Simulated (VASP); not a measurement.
Write the native input for VASP 6.6.1 that does the following.

```
Task                   : relaxation of cell and atoms
Functional             : PBE
Dispersion             : D3(BJ)
Potentials or basis    : VASP PAW PBE potentials, release 64 (Sc_sv, Al)
Cutoff                 : 600 eV
k mesh                 : 10 × 10 × 10
Occupations            : gaussian, width 0.1 eV
Spin                   : no spin polarisation
Dipole correction      : no
Further INCAR settings : ALGO = Normal; EDIFF = 1e-06; IBRION = 2; EDIFFG = -0.005; NSW = 70; ISIF = 3
```

The structure of ScAl3 lies in POSCAR:

```
ScAl3
1.0
    4.1053305961      0.0000000000      0.0000000000
    0.0000000000      4.1053305961      0.0000000000
    0.0000000000      0.0000000000      4.1053305961
Sc Al
1 3
Direct
    0.0000000000      0.0000000000      0.0000000000
    0.5000000000      0.0000000000      0.5000000000
    0.0000000000      0.5000000000      0.5000000000
    0.5000000000      0.5000000000      0.0000000000
```

The input as run:

INCAR

```
PREC = Accurate
ENCUT = 600
EDIFF = 1E-6
ISMEAR = 0
SIGMA = 0.1
LREAL = F
LASPH = T
NELM = 60
ALGO = Normal
ISIF = 3
LWAVE = F
LCHARG = F
GGA = PE
IVDW = 12
IBRION = 2
NSW = 70
EDIFFG = -0.005
```

KPOINTS

```
Automatic mesh
0
Gamma
  10 10 10
```

Potentials or basis: VASP PAW PBE potentials, release 64 (Sc_sv, Al).

Command:

```sh
$ cat potpaw_PBE.64/Sc_sv/POTCAR potpaw_PBE.64/Al/POTCAR > POTCAR
$ mpirun -np 1 vasp_std > vasp.out
```

It gave:

```json
{"Relaxed volume": "16.60 Å³/atom", "Relaxed cell": "a = 4.049 Å, b = 4.049 Å, c = 4.049 Å, α = 90.00°, β = 90.00°, γ = 90.00°", "Space group after relaxing (to 0.05 Å)": "Pm-3m (No. 221)", "Energy gained by relaxing": "8.0 meV/atom", "Ionic steps": "3", "Pressure after relaxing": "0.0 GPa", "Band gap on the k mesh": "zero (band 10 reaches 8.56 eV, above the bottom of band 11 at 4.54 eV)", "Dispersion energy per atom": "-0.390 eV"}
```

Caveat: pairwise dispersion overbinds metals, which lowers pressure and volume.

Run time: 3.1 min on 1 thread of Oxide Virtual Turin-like Processor (shared host), peak memory 0.23 GiB.
